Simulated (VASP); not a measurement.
# KF (R-3m) in VASP: notebook

KF is run at these levels: LDA; tasks: single point.

All numbers are computed with VASP 6.6.1; they aren't measurements. Logs are shortened: lines on timing, memory, paths and dates and some standing lists are left out, and cuts for length are marked.

**1. The cell of the first run**

Symmetry: R-3m, No. 166, trigonal system. Conventional cell: a = 3.630 Å, b = 3.630 Å, c = 8.612 Å, α = 90.00°, β = 90.00°, γ = 120.00°. Within 3.4 Å of K (site symmetry -3m) lie 6 F at 2.54 Å. Within 3.4 Å of F (site symmetry -3m) lie 6 K at 2.54 Å.

**2. Single point, LDA**

INCAR

```
PREC = Accurate
ENCUT = 520
EDIFF = 1E-6
ISMEAR = 0
SIGMA = 0.05
LREAL = False
LASPH = True
NELM = 80
ALGO = Normal
ISIF = 2
LWAVE = False
LCHARG = False
GGA = CA
NBANDS = 15
```

KPOINTS

```
regular mesh
0
Gamma
  8 8 8
```

POSCAR

```
KF
1.0
   -0.0540795668      2.5129884762      2.5129884762
    2.5129884762     -0.0540795668      2.5129884762
    2.5129884762      2.5129884762     -0.0540795668
K F
1 1
Direct
    0.0000000000      0.0000000000      0.0000000000
    0.5000000000      0.5000000000      0.5000000000
```

Potentials or basis: VASP PAW LDA potentials, release 64 (K_sv, F).

Started as:

```
cat potpaw_LDA.64/K_sv/POTCAR potpaw_LDA.64/F/POTCAR > POTCAR
mpirun -np 1 vasp_std > vasp.out
```

OUTCAR:

```text
PREC = Accurate
   ENCUT = 520
   EDIFF = 1E-6
   ISMEAR = 0
   LREAL = False
   LASPH = True
   NELM = 80
   ISIF = 2
   GGA = CA

 ion  position               nearest neighbor table
   1  0.000  0.000  0.000-   2 2.54   2 2.54   2 2.54   2 2.54   2 2.54   2 2.54
   2  0.500  0.500  0.500-   1 2.54   1 2.54   1 2.54   1 2.54   1 2.54   1 2.54

  LATTYP: Found a trigonal (rhomboedric) cell.
 ALAT       =     3.5543138244
 COS(alpha) =     0.4783692091

  Lattice vectors:

 A1 = (  -0.0540795668,   2.5129884762,   2.5129884762)
 A2 = (   2.5129884762,  -0.0540795668,   2.5129884762)
 A3 = (   2.5129884762,   2.5129884762,  -0.0540795668)

Analysis of symmetry for initial positions (statically):
=====================================================================
 Subroutine PRICEL returns:
 Original cell was already a primitive cell.

 Routine SETGRP: Setting up the symmetry group for a
 trigonal (rhombohedral) supercell.

 Subroutine GETGRP returns: Found 12 space group operations
 (whereof 12 operations were pure point group operations)
 out of a pool of 12 trial point group operations.

The static configuration has the point symmetry D_3d.

Analysis of symmetry for dynamics (positions and initial velocities):
=====================================================================
 Subroutine PRICEL returns:
 Original cell was already a primitive cell.

 Routine SETGRP: Setting up the symmetry group for a
 trigonal (rhombohedral) supercell.

 Subroutine GETGRP returns: Found 12 space group operations
 (whereof 12 operations were pure point group operations)
 out of a pool of 12 trial point group operations.

The dynamic configuration has the point symmetry D_3d.

 Subroutine INISYM returns: Found 12 space group operations
 (whereof 12 operations are pure point group operations),
 and found     1 'primitive' translations

----------------------------------------------------------------------------------------

                                     Primitive cell

  volume of cell :      32.7640

  direct lattice vectors                    reciprocal lattice vectors
    -0.054079567  2.512988476  2.512988476    -0.192656162  0.196893310  0.196893310
     2.512988476 -0.054079567  2.512988476     0.196893310 -0.192656162  0.196893310
     2.512988476  2.512988476 -0.054079567     0.196893310  0.196893310 -0.192656162

  length of vectors
     3.554313824  3.554313824  3.554313824     0.338600573  0.338600573  0.338600573

  position of ions in fractional coordinates (direct lattice)
     0.000000000  0.000000000  0.000000000
     0.500000000  0.500000000  0.500000000

[... 90 lines left out ...]
   EFERMI =   0.00;   METHOD = LEGACY
   ISMEAR =     0;   SIGMA  =   0.05  broadening in eV -4-tet -1-fermi 0-gaus
   EFERMI_NEDOS =   21; number of points for ismear=-14 and -15
   IALGO  =     38    algorithm
   IMIX   =      4    mixing-type and parameters
     AMIX     =   0.40;   BMIX     =  1.00
     AMIX_MAG =   1.60;   BMIX_MAG =  1.00
  volume/ion in A,a.u.               =      16.38       110.55
  Fermi-wavevector in a.u.,A,eV,Ry     =   1.289187  2.436210 22.612919  1.662003
  Thomas-Fermi vector in A             =   2.421095
   LORBIT       =      0    0 simple, 1 ext, 2 COOP (PROOUT), +10 PAW based schemes
   GGA     = CA    functional components
   LHFCALC =     F    Hartree Fock is set to
   AEXX    =    0.0000 exact exchange contribution
   IVDW    =     0    specifies the selected vdW correction
   LEPSILON=     F    determine dielectric tensor
   LRPA    =     F    only Hartree local field effects (RPA)
 non-spin polarized calculation
 Gauss-broadening in eV      SIGMA  =   0.05
  energy-cutoff  :      520.00
  volume of cell :       32.76
 maximum number of plane-waves:       898
 NGX is ok and might be reduce to    28

 number of electron      15.9999994 magnetization

 Free energy of the ion-electron system (eV)
  ---------------------------------------------------
  ext. energy  EPLUGINS =         0.00000000
  ---------------------------------------------------
  free energy    TOTEN  =        -9.05337752 eV

  energy without entropy =       -9.05337752  energy(sigma->0) =       -9.05337752

 E-fermi :  -2.4308     XC(G=0):  -9.8520

 val. band max:       -2.7376230309   @ k =   0.0000   0.0000   0.0000
 cond. band min:       3.8770269711   @ k =   0.0000   0.0000   0.0000
 fundamental gap:      6.6146500020
 Fermi energy:        -2.4308134108

 k-point     1 :       0.0000    0.0000    0.0000
  band No.  band energies     occupation
      1     -28.0468      2.00000
      2     -21.0482      2.00000
      3     -11.3701      2.00000
      4     -11.3701      2.00000
      5     -11.3340      2.00000
      6      -2.7628      2.00000
      7      -2.7628      2.00000
      8      -2.7376      2.00000
      9       3.8770      0.00000
     10       7.9986      0.00000
     11       7.9986      0.00000
     12       8.4022      0.00000
     13      10.1032      0.00000
     14      10.1032      0.00000
[... 401 lines left out ...]
      2     -21.1930      2.00000
      3     -11.6292      2.00000
      4     -11.5173      2.00000
      5     -11.3618      2.00000
      6      -3.5160      2.00000
      7      -3.2042      2.00000
      8      -2.8802      2.00000
      9       6.2077      0.00000
     10       7.2942      0.00000
     11       9.1796      0.00000
     12       9.7094      0.00000
     13      11.1437      0.00000
     14      11.5155      0.00000
     15      16.9720      0.00000

 [... further k-points ...]

------------------------ aborting loop because EDIFF is reached ----------------------------------------

  FORCE on cell =-STRESS in cart. coord.  units (eV):
  Direction    XX          YY          ZZ          XY          YZ          ZX
  --------------------------------------------------------------------------------------
  -------------------------------------------------------------------------------------
  Total        0.5517054      0.5517054      0.5517054      0.0465425      0.0465425      0.0465425
  in kB       26.9786929     26.9786929     26.9786929      2.2759524      2.2759524      2.2759524
  external PRESSURE =      26.9786929 kB  Pullay stress =       0.0000000 kB

 VOLUME and BASIS-vectors are now :
 -----------------------------------------------------------------------------
  energy-cutoff  :      520.00
  volume of cell :       32.76
      direct lattice vectors                 reciprocal lattice vectors
    -0.054079567  2.512988476  2.512988476    -0.192656162  0.196893310  0.196893310
     2.512988476 -0.054079567  2.512988476     0.196893310 -0.192656162  0.196893310
     2.512988476  2.512988476 -0.054079567     0.196893310  0.196893310 -0.192656162

 POSITION                                       TOTAL-FORCE (eV/Angst)
 -----------------------------------------------------------------------------------
      0.00000      0.00000      0.00000         0.000000     -0.000000      0.000000
      2.48595      2.48595      2.48595        -0.000000      0.000000     -0.000000
 -----------------------------------------------------------------------------------
    total drift:                                0.000000      0.000000      0.000000

  FREE ENERGIE OF THE ION-ELECTRON SYSTEM (eV)
  ---------------------------------------------------
  free  energy   TOTEN  =        -9.0533775210 eV

  energy  without entropy=       -9.0533775210  energy(sigma->0) =       -9.05337752
```

OSZICAR:

```text
N       E                     dE             d eps       ncg     rms          rms(c)
DAV:   1     0.114632672254E+03    0.11463E+03   -0.83060E+03  1950   0.106E+03
DAV:   2    -0.557812330466E+01   -0.12021E+03   -0.10756E+03  2532   0.296E+02
DAV:   3    -0.101184073076E+02   -0.45403E+01   -0.45159E+01  2513   0.523E+01
DAV:   4    -0.102268622782E+02   -0.10845E+00   -0.10843E+00  2601   0.809E+00
DAV:   5    -0.102291177813E+02   -0.22555E-02   -0.22555E-02  2608   0.911E-01    0.655E+00
DAV:   6    -0.912210477086E+01    0.11070E+01   -0.29859E+00  2058   0.163E+01    0.522E+00
DAV:   7    -0.907803116297E+01    0.44074E-01   -0.72926E-02  2517   0.221E+00    0.310E+00
DAV:   8    -0.905337047881E+01    0.24661E-01   -0.43374E-02  2454   0.206E+00    0.216E-01
DAV:   9    -0.905330966957E+01    0.60809E-04   -0.30759E-03  2188   0.471E-01    0.962E-02
DAV:  10    -0.905338229618E+01   -0.72627E-04   -0.27992E-04  2638   0.190E-01    0.433E-02
DAV:  11    -0.905337368461E+01    0.86116E-05   -0.30604E-05  2647   0.677E-02    0.137E-02
DAV:  12    -0.905337743699E+01   -0.37524E-05   -0.23319E-06  2096   0.147E-02    0.171E-03
DAV:  13    -0.905337752103E+01   -0.84033E-07   -0.20327E-07  1612   0.410E-03
   1 F= -.90533775E+01 E0= -.90533775E+01  d E =-.325010E-20
```

stdout:

```text
POSCAR found type information on POSCAR K F
 POSCAR found :  2 types and       2 ions
 scaLAPACK will be used
 LDA part: xc-table for (Slater(with rela. corr.)+CA(PZ))
 , standard interpolation
 POSCAR, INCAR and KPOINTS ok, starting setup
 FFT: planning ... GRIDC
 FFT: planning ... GRID_SOFT
 FFT: planning ... GRID
 WAVECAR not read
 entering main loop
```

It took 24 s on 1 thread of Intel Xeon Platinum 8259CL at 2.50GHz (Skylake/Cascade Lake), shared host; peak memory 0.16 GiB.

What came out:

- Free energy: -9.0534 eV
- Pressure: 2.7 GPa
- Band gap on the k mesh: 6.61 eV, direct

A k mesh can miss the band edges. LDA gaps usually lie below the measured ones, often by a third to a half.

**3. Single point, LDA**

This run uses another cell than the first one, of the same volume but with other edges.

INCAR

```
SYSTEM = KF
  PREC = Accurate
  ENCUT = 520
  EDIFF = 1E-6
  ISMEAR = 0
  SIGMA = 0.05
  LREAL = .FALSE.
  LASPH = .TRUE.
  NELM = 80
  ALGO = Normal
  ISIF = 2
  LWAVE = .FALSE.
  LCHARG = .FALSE.
  GGA = CA
  NBANDS = 15
```

KPOINTS

```
Automatic mesh
0
G
  8 8 8
  0 0 0
```

POSCAR

```
KF
1.0
    0.0546098866      2.5673347298      2.5673347298
    2.5673347298      0.0546098866      2.5673347298
    2.5673347298      2.5673347298      0.0546098866
K F
1 1
Direct
    0.0000000000      0.0000000000      0.0000000000
    0.5000000000      0.5000000000      0.5000000000
```

Potentials or basis: VASP PAW LDA potentials, release 64 (K_sv, F).

Started as:

```
cat potpaw_LDA.64/K_sv/POTCAR potpaw_LDA.64/F/POTCAR > POTCAR
mpirun -np 1 vasp_std > vasp.out
```

OUTCAR:

```text
SYSTEM = KF
   PREC = Accurate
   ENCUT = 520
   EDIFF = 1E-6
   ISMEAR = 0
   LREAL = .FALSE.
   LASPH = .TRUE.
   NELM = 80
   ISIF = 2
   GGA = CA

 ion  position               nearest neighbor table
   1  0.000  0.000  0.000-   2 2.54   2 2.54   2 2.54   2 2.54   2 2.54   2 2.54
   2  0.500  0.500  0.500-   1 2.54   1 2.54   1 2.54   1 2.54   1 2.54   1 2.54

  LATTYP: Found a trigonal (rhomboedric) cell.
 ALAT       =     3.6311702617
 COS(alpha) =     0.5211531429

  Lattice vectors:

 A1 = (   0.0546098866,   2.5673347298,   2.5673347298)
 A2 = (   2.5673347298,   0.0546098866,   2.5673347298)
 A3 = (   2.5673347298,   2.5673347298,   0.0546098866)

Analysis of symmetry for initial positions (statically):
=====================================================================
 Subroutine PRICEL returns:
 Original cell was already a primitive cell.

 Routine SETGRP: Setting up the symmetry group for a
 trigonal (rhombohedral) supercell.

 Subroutine GETGRP returns: Found 12 space group operations
 (whereof 12 operations were pure point group operations)
 out of a pool of 12 trial point group operations.

The static configuration has the point symmetry D_3d.

Analysis of symmetry for dynamics (positions and initial velocities):
=====================================================================
 Subroutine PRICEL returns:
 Original cell was already a primitive cell.

 Routine SETGRP: Setting up the symmetry group for a
 trigonal (rhombohedral) supercell.

 Subroutine GETGRP returns: Found 12 space group operations
 (whereof 12 operations were pure point group operations)
 out of a pool of 12 trial point group operations.

The dynamic configuration has the point symmetry D_3d.

 Subroutine INISYM returns: Found 12 space group operations
 (whereof 12 operations are pure point group operations),
 and found     1 'primitive' translations

----------------------------------------------------------------------------------------

                                     Primitive cell

  volume of cell :      32.7640

  direct lattice vectors                    reciprocal lattice vectors
     0.054609887  2.567334730  2.567334730    -0.201081229  0.196893107  0.196893107
     2.567334730  0.054609887  2.567334730     0.196893107 -0.201081229  0.196893107
     2.567334730  2.567334730  0.054609887     0.196893107  0.196893107 -0.201081229

  length of vectors
     3.631170262  3.631170262  3.631170262     0.343463902  0.343463902  0.343463902

  position of ions in fractional coordinates (direct lattice)
     0.000000000  0.000000000  0.000000000
     0.500000000  0.500000000  0.500000000

  ion indices of the primitive-cell ions
   primitive index   ion index
                 1           1
                 2           2

----------------------------------------------------------------------------------------

 KPOINTS: Automatic mesh

Automatic generation of k-mesh.
 Grid dimensions read from file:
 generate k-points for:    8    8    8

 Generating k-lattice:

  Cartesian coordinates                     Fractional coordinates (reciprocal lattice)
    -0.025135154  0.024611638  0.024611638     0.125000000 -0.000000000 -0.000000000
[... 42 lines left out ...]
   number of dos      NEDOS =    301   number of ions     NIONS =      2
   total plane-waves  NPLWV =  21952
   dimension x,y,z NGX =    28 NGY =   28 NGZ =   28
   dimension x,y,z NGXF=    56 NGYF=   56 NGZF=   56
   ions per type =               1   1
   NGX,Y,Z   is equivalent  to a cutoff of  12.82, 12.82, 12.82 a.u.
   NGXF,Y,Z  is equivalent  to a cutoff of  25.64, 25.64, 25.64 a.u.
 SYSTEM =  KF
   PREC   = accura    normal or accurate (medium, high low for compatibility)
   ISTART =      0    job   : 0-new  1-cont  2-samecut
   ICHARG =      2    charge: 1-file 2-atom 10-const
   ISPIN  =      1    spin polarized calculation?
   LNONCOLLINEAR =      F non collinear calculations
   LSORBIT =      F    spin-orbit coupling
   LASPH  =      T    aspherical Exc in radial PAW
   ENCUT  =  520.0 eV  38.22 Ry    6.18 a.u.   6.75  6.75  6.75*2*pi/ulx,y,z
   NELM   =     80;   NELMIN=  2; NELMDL= -5     # of ELM steps
   EDIFF  = 0.1E-05   stopping-criterion for ELM
   LREAL  =      F    real-space projection
   EDIFFG = 0.1E-04   stopping-criterion for IOM
   NSW    =      0    number of steps for IOM
   IBRION =     -1    ionic relax: 0-MD 1-quasi-New 2-CG
   NFREE  =      0    steps in history (QN), initial steepest desc. (CG)
   ISIF   =      2    stress and relaxation
   ISYM   =      2    0-nonsym 1-usesym 2-fastsym
   POTIM  = 0.5000    time-step for ionic-motion
   TEBEG  =    0.0;   TEEND  =   0.0 temperature during run
   PSTRESS=    0.0 pullay stress
   NELECT =      16.0000    total number of electrons
   NUPDOWN=      -1.0000    fix difference up-down
   EMIN   =  10.00;   EMAX   =-10.00  energy-range for DOS
   EFERMI =   0.00;   METHOD = LEGACY
   ISMEAR =     0;   SIGMA  =   0.05  broadening in eV -4-tet -1-fermi 0-gaus
   EFERMI_NEDOS =   21; number of points for ismear=-14 and -15
   IALGO  =     38    algorithm
   IMIX   =      4    mixing-type and parameters
     AMIX     =   0.40;   BMIX     =  1.00
     AMIX_MAG =   1.60;   BMIX_MAG =  1.00
  volume/ion in A,a.u.               =      16.38       110.55
  Fermi-wavevector in a.u.,A,eV,Ry     =   1.289187  2.436210 22.612919  1.662003
  Thomas-Fermi vector in A             =   2.421095
   LORBIT       =      0    0 simple, 1 ext, 2 COOP (PROOUT), +10 PAW based schemes
   GGA     = CA    functional components
   LHFCALC =     F    Hartree Fock is set to
   AEXX    =    0.0000 exact exchange contribution
   IVDW    =     0    specifies the selected vdW correction
   LEPSILON=     F    determine dielectric tensor
   LRPA    =     F    only Hartree local field effects (RPA)
 non-spin polarized calculation
 Gauss-broadening in eV      SIGMA  =   0.05
  energy-cutoff  :      520.00
  volume of cell :       32.76
 maximum number of plane-waves:       905
   NGX = 13   NGY = 13   NGZ = 13

 number of electron      15.9999994 magnetization

 Free energy of the ion-electron system (eV)
  ---------------------------------------------------
  ext. energy  EPLUGINS =         0.00000000
  ---------------------------------------------------
  free energy    TOTEN  =        -9.05319923 eV

  energy without entropy =       -9.05319923  energy(sigma->0) =       -9.05319923

 E-fermi :  -2.4318     XC(G=0):  -9.8520

 val. band max:       -2.7449170970   @ k =   0.0000   0.0000   0.0000
 cond. band min:       3.8767766808   @ k =   0.0000   0.0000   0.0000
 fundamental gap:      6.6216937778
 Fermi energy:        -2.4317633349

 k-point     1 :       0.0000    0.0000    0.0000
  band No.  band energies     occupation
      1     -28.0470      2.00000
      2     -21.0479      2.00000
      3     -11.3846      2.00000
      4     -11.3450      2.00000
      5     -11.3450      2.00000
      6      -2.7727      2.00000
      7      -2.7449      2.00000
      8      -2.7449      2.00000
      9       3.8768      0.00000
     10       7.8847      0.00000
     11       8.2565      0.00000
     12       8.2565      0.00000
     13      10.1037      0.00000
     14      10.1037      0.00000
[... 401 lines left out ...]
      2     -21.1936      2.00000
      3     -11.6386      2.00000
      4     -11.5035      2.00000
      5     -11.3591      2.00000
      6      -3.5024      2.00000
      7      -3.1577      2.00000
      8      -2.9311      2.00000
      9       6.1861      0.00000
     10       7.3269      0.00000
     11       9.4072      0.00000
     12       9.4697      0.00000
     13      11.2077      0.00000
     14      11.4777      0.00000
     15      16.8576      0.00000

 [... further k-points ...]

------------------------ aborting loop because EDIFF is reached ----------------------------------------

  FORCE on cell =-STRESS in cart. coord.  units (eV):
  Direction    XX          YY          ZZ          XY          YZ          ZX
  --------------------------------------------------------------------------------------
  -------------------------------------------------------------------------------------
  Total        0.5516355      0.5516355      0.5516355     -0.0556394     -0.0556394     -0.0556394
  in kB       26.9752731     26.9752731     26.9752731     -2.7207964     -2.7207964     -2.7207964
  external PRESSURE =      26.9752731 kB  Pullay stress =       0.0000000 kB

 VOLUME and BASIS-vectors are now :
 -----------------------------------------------------------------------------
  energy-cutoff  :      520.00
  volume of cell :       32.76
      direct lattice vectors                 reciprocal lattice vectors
     0.054609887  2.567334730  2.567334730    -0.201081229  0.196893107  0.196893107
     2.567334730  0.054609887  2.567334730     0.196893107 -0.201081229  0.196893107
     2.567334730  2.567334730  0.054609887     0.196893107  0.196893107 -0.201081229

 POSITION                                       TOTAL-FORCE (eV/Angst)
 -----------------------------------------------------------------------------------
      0.00000      0.00000      0.00000        -0.000000      0.000000     -0.000000
      2.59464      2.59464      2.59464         0.000000     -0.000000      0.000000
 -----------------------------------------------------------------------------------
    total drift:                                0.000000      0.000000      0.000000

  FREE ENERGIE OF THE ION-ELECTRON SYSTEM (eV)
  ---------------------------------------------------
  free  energy   TOTEN  =        -9.0531992287 eV

  energy  without entropy=       -9.0531992287  energy(sigma->0) =       -9.05319923
```

stdout:

```text
POSCAR found type information on POSCAR K F
 POSCAR found :  2 types and       2 ions
 scaLAPACK will be used
 LDA part: xc-table for (Slater(with rela. corr.)+CA(PZ))
 , standard interpolation
 POSCAR, INCAR and KPOINTS ok, starting setup
 FFT: planning ... GRIDC
 FFT: planning ... GRID_SOFT
 FFT: planning ... GRID
 WAVECAR not read
 entering main loop
```

Wall time 24 s (1 thread of Intel Xeon Platinum 8259CL at 2.50GHz (Skylake/Cascade Lake), shared host); peak memory 0.16 GiB.

What came out:

```yaml
Free_energy: -9.0532 eV
Pressure: 2.7 GPa
Band_gap_on_the_k_mesh: 6.62 eV, direct
```

[end of part 1 of 2]
